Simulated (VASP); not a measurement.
**WSe2: single point with PBEsol**

WSe2:

```
CELL_PARAMETERS angstrom
3.27329 0.00000 0.00000
-1.63664 2.83475 0.00000
0.00000 0.00000 12.95921
ATOMIC_POSITIONS crystal
W 0.66667 0.33333 0.75000
W 0.33333 0.66667 0.25000
Se 0.33333 0.66667 0.87901
Se 0.66667 0.33333 0.37901
Se 0.33333 0.66667 0.62099
Se 0.66667 0.33333 0.12099
```

```json
{
 "Program": "VASP 6.6.1",
 "Task": "single point",
 "Functional": "PBEsol",
 "Potentials or basis": "VASP PAW PBE potentials, release 64 (W_sv, Se)",
 "Cutoff": "520 eV",
 "k mesh": "12 × 12 × 2",
 "Occupations": "gaussian, width 0.02 eV",
 "Spin": "no spin polarisation"
}
```

```json
{
 "Pressure": "0.7 GPa",
 "Largest force": "0.061 eV/Å",
 "Band gap on the k mesh": "0.94 eV (least direct gap 1.56 eV)"
}
```

Forces in eV/Å, atoms in the order of the input:
```
W    0.000  0.000  0.000
W    0.000  0.000  0.000
Se   0.000  0.000  0.061
Se   0.000  0.000  0.061
Se   0.000  0.000 -0.061
Se   0.000  0.000 -0.061
```

Stress tensor (GPa, compression positive):
```
0.38 0.00 0.00
0.00 0.38 0.00
0.00 0.00 1.23
```

Levels at points of the mesh, in eV from the valence-band top:
| k point | band 22 | band 23 | band 24 | band 25 | band 26 | band 27 | band 28 | band 29 | band 30 | band 31 |
| --- | --- | --- | --- | --- | --- | --- | --- | --- | --- | --- |
| (0.00, 0.00, 0.00) | -1.48 | -1.48 | -1.17 | -1.07 | 0.00 | 2.70 | 2.70 | 2.75 | 2.75 | 2.81 |
| (0.50, 0.00, 0.00) | -2.42 | -1.45 | -1.32 | -1.30 | -1.06 | 2.18 | 2.22 | 2.32 | 2.71 | 2.96 |
| (0.00, 0.00, 0.50) | -1.50 | -1.50 | -1.50 | -0.22 | -0.22 | 2.71 | 2.71 | 2.71 | 2.71 | 2.93 |
| (0.50, 0.00, 0.50) | -2.56 | -1.36 | -1.36 | -1.19 | -1.19 | 2.20 | 2.20 | 2.55 | 2.55 | 3.37 |

Run time: 72 s on 1 thread of AMD EPYC 9R45 96-Core Processor (Zen 5), on a shared host, peak memory 0.27 GiB.

Caveat: the PAW data sets were made with another functional, which shifts forces and pressure a little; spin-orbit coupling is left out, which moves the levels of the heavy elements; this functional lacks dispersion, which binds the layers, so the pressure and a relaxed spacing across them are unreliable. A k mesh can miss the band edges.
